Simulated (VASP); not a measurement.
HRh6, 14 atoms in the cell. The cell holds a slab with vacuum, 14 atoms: a = 5.417 Å, b = 5.417 Å, c = 22.297 Å, α = 90.00°, β = 90.00°, γ = 120.00°. 

```yaml
Program: VASP 6.6.1
Task: single point
Functional: PBE
Potentials_or_basis: VASP PAW PBE potentials, release 64 (Rh_pv, H)
Cutoff: 520 eV
k_mesh: 6 × 6 × 1
Occupations: gaussian, width 0.1 eV
Spin: no spin polarisation
Dipole_correction: yes
Further_INCAR_settings: ALGO = Normal; EDIFF = 1e-07; NBANDS = 104
```

Potentials or basis: VASP PAW PBE potentials, release 64 (Rh_pv, H).

Command:

```console
$ cat potpaw_PBE.64/Rh_pv/POTCAR potpaw_PBE.64/H/POTCAR > POTCAR
$ mpirun -np 1 vasp_std > vasp.out
```

Hardware: 1 thread of Intel(R) Xeon(R) 6975P-C (Granite Rapids), on a shared host.

**Question.** Estimate the wall time of this run.

**Answer.** Run time: 20 min on 1 thread of Intel(R) Xeon(R) 6975P-C (Granite Rapids), with other jobs on the host, peak memory 0.89 GiB. Counts: scf iterations 34, k points 13.
